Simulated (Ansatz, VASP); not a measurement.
One calculation of TiAl3, two programs

The input INCAR:

```
ALGO = Normal
EDIFF = 1E-7
ENCUT = 520
GGA = PE
ISIF = 2
ISMEAR = -1
LASPH = True
LCHARG = True
LELF = True
LREAL = False
LVHAR = True
LWAVE = False
NBANDS = 18
NELM = 100
PREC = Accurate
SIGMA = 0.05
```

Contents of KPOINTS:

```
k-points
0
Gamma
  8 8 8
```

The input POSCAR:

```
TiAl3
1.0
   -1.8919957036      1.8919957036      4.2806687947
    1.8919957036     -1.8919957036      4.2806687947
    1.8919957036      1.8919957036     -4.2806687947
Ti Al
1 3
Direct
    0.0000000000      0.0000000000      0.0000000000
    0.2500000000      0.7500000000      0.5000000000
    0.7500000000      0.2500000000      0.5000000000
    0.5000000000      0.5000000000      0.0000000000
```

Contents of input.yaml:

```yaml
crystal:
  lattice:
    - [-1.8919957036, 1.8919957036, 4.2806687947]
    - [1.8919957036, -1.8919957036, 4.2806687947]
    - [1.8919957036, 1.8919957036, -4.2806687947]
  atoms:
    - { symbol: Ti, position: [0.0, 0.0, 0.0] }
    - { symbol: Al, position: [0.25, 0.75, 0.5] }
    - { symbol: Al, position: [0.75, 0.25, 0.5] }
    - { symbol: Al, position: [0.5, 0.5, 0.0] }
hamiltonian:
  xc: pbe
  pseudopotentials: { kind: paw }
kpoints:
  mp_grid: { grid: [8, 8, 8] }
  band_path:
    path:
      - [[0.0, 0.0, 0.0], [0.0, 0.0, 0.5], [-0.0976758148, 0.0976758148, 0.5], [-0.2988379074, 0.2988379074, 0.2988379074], [0.0, 0.0, 0.0], [0.5, 0.5, -0.5], [0.2988379074, 0.7011620926, -0.2988379074], [0.0, 0.5, 0.0], [0.25, 0.25, 0.25], [0.5, 0.5, -0.0976758148], [0.5, 0.5, -0.5]]
      - [[0.0, 0.0, 0.5], [0.25, 0.25, 0.25]]
    npoints: 14
scf:
  occupations: { method: fermi_dirac, width: 0.05 }
  n_extra_bands: 10
output:
  forces: true
  stress: true
  eigenvalues: true
  fatbands: false
```

Alike in both runs: functional PBE; k mesh 8 × 8 × 8; occupations fermi-dirac, width 0.05 eV; no spin polarisation.

```csv
,VASP,Ansatz
version,VASP 6.6.1,Ansatz 0.2.0
potentials or method,"VASP PAW PBE potentials, release 64 (Ti_sv, Al)",Ansatz PAW
plane-wave cutoff (eV),520,420
valence electrons in the cell,21,21
task,single point,band structure
```

```csv
,VASP,Ansatz,Ansatz less VASP
gap on the k mesh at the Fermi level (eV),none,none,-
pressure (GPa),4.5,4.5,+0.03
"traceless stress, the component that is largest in VASP (GPa)",-1.51,-1.51,+0.001
```

A gap of «none» marks a metal or a gap that the smearing closes.
